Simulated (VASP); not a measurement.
Write the native input for VASP 6.6.1 that does the following.

```yaml
Task: relaxation of cell and atoms
Functional: PBE
Potentials_or_basis: VASP PAW PBE potentials, release 64 (Na_pv, Cd, S)
Cutoff: 600 eV
k_mesh: 6 × 6 × 4
Occupations: gaussian, width 0.02 eV
Spin: no spin polarisation
Dipole_correction: no
Further_INCAR_settings: ALGO = Normal; EDIFF = 1e-07; IBRION = 2; EDIFFG = -0.01; NSW = 100; ISIF = 3
```

The structure of Na2CdS2 lies in POSCAR:

```
Na2CdS2
1.0
    4.7273202435      0.0000000000      0.0000000000
   -2.3636601217      4.0939794227      0.0000000000
    0.0000000000      0.0000000000      8.3439569882
Na Cd S
2 1 2
Direct
    0.3333333333      0.6666666667      0.3214874460
    0.6666666667      0.3333333333      0.6785125540
    0.0000000000      0.0000000000      0.0000000000
    0.0000000000      0.0000000000      0.2795790253
    0.0000000000      0.0000000000      0.7204209747
```

One way to write it, as run:

INCAR

```
PREC = Accurate ; ENCUT = 600
EDIFF = 1E-7 ; ISMEAR = 0
SIGMA = 0.02 ; LREAL = False
LASPH = True ; NELM = 80
ALGO = Normal ; ISIF = 3
LWAVE = False ; LCHARG = False
GGA = PE ; IBRION = 2
NSW = 100 ; EDIFFG = -0.01
```

KPOINTS

```
Automatic mesh
0
Gamma
  6 6 4
```

Potentials or basis: VASP PAW PBE potentials, release 64 (Na_pv, Cd, S).

Command:

```bash
$ cat potpaw_PBE.64/Na_pv/POTCAR potpaw_PBE.64/Cd/POTCAR potpaw_PBE.64/S/POTCAR > POTCAR
$ mpirun -np 1 vasp_std > vasp.out
```

Results of the run:

* Relaxed volume: 33.08 Å³/atom
* Relaxed cell: a = 4.730 Å, b = 4.730 Å, c = 8.538 Å, α = 90.00°, β = 90.00°, γ = 120.00°
* Space group after relaxing (to 0.1 Å): P-3m1 (No. 164)
* Energy gained by relaxing: 0.9 meV/atom
* Ionic steps: 21
* Pressure after relaxing: 0.0 GPa
* Largest force after relaxing: 0.006 eV/Å
* Band gap on the k mesh: 1.81 eV

Run time: 25 min on 1 thread of Intel(R) Xeon(R) Platinum 8259CL CPU @ 2.50GHz (Skylake/Cascade Lake), on a shared host, peak memory 0.41 GiB.
